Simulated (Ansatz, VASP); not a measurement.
**FePt: VASP beside Ansatz**

INCAR

```
SYSTEM = FePt
PREC = Accurate
ENCUT = 520
EDIFF = 1E-6
ISMEAR = -1
SIGMA = 0.1
LREAL = .FALSE.
LASPH = .TRUE.
NELM = 150
ALGO = Normal
ISIF = 2
LWAVE = .FALSE.
LCHARG = .FALSE.
ISPIN = 2
MAGMOM = 3.5 0
LORBIT = 11
LMAXMIX = 4
GGA = PS
NBANDS = 20
```

File KPOINTS:

```
Automatic mesh
0
G
  8 8 6
  0 0 0
```

File POSCAR:

```
FePt
1.0
    2.7504671003      0.0000000000      0.0000000000
    0.0000000000      2.7504671003      0.0000000000
    0.0000000000      0.0000000000      3.7568340787
Fe Pt
1 1
Direct
    0.0000000000      0.0000000000      0.0000000000
    0.5000000000      0.5000000000      0.5000000000
```

Input for Ansatz:

```yaml
crystal:
  lattice:
    - [2.7504671003350687, 0.0, 0.0]
    - [0.0, 2.7504671003350687, 0.0]
    - [0.0, 0.0, 3.7568340786658547]
  atoms:
    - { symbol: Fe, position: [0.0, 0.0, 0.0], spin: 3.5 }
    - { symbol: Pt, position: [0.5, 0.5, 0.5] }
kpoints:
  mp_grid:
    grid: [8, 8, 6]
hamiltonian:
  xc: pbesol
  pseudopotentials:
    kind: all_electron
    lapw: {}
magnetization:
  spin_polarized: true
scf:
  convergence:
    dr2_threshold: 1.0e-07
  occupations:
    method: fermi_dirac
```

Alike in both runs: task single point; functional PBEsol; k mesh 8 × 8 × 6; collinear spin.

|  | VASP | Ansatz |
| --- | --- | --- |
| version | VASP 6.6.1 | Ansatz 0.2.0 |
| potentials or method | VASP PAW PBE potentials, release 64 (Fe, Pt), cutoff 520 eV | all-electron (LAPW or listed datasets) |
| occupations | fermi-dirac, width 0.1 eV | fermi-dirac |

VASP gave:

* net moment per atom (μB): 1.68
* size of the moment on the site where the two differ most (μB): 2.98

Problem. What did Ansatz give for the same quantities?

Solution. net moment per atom (μB): 1.69; size of the moment on the site where the two differ most (μB): 3.03.

VASP's potentials were made for PBE, not for PBEsol. Site moments also hang on the region over which each program counts them. Ansatz ran all-electron here, and VASP with PAW potentials.

Spin-orbit coupling is off throughout.
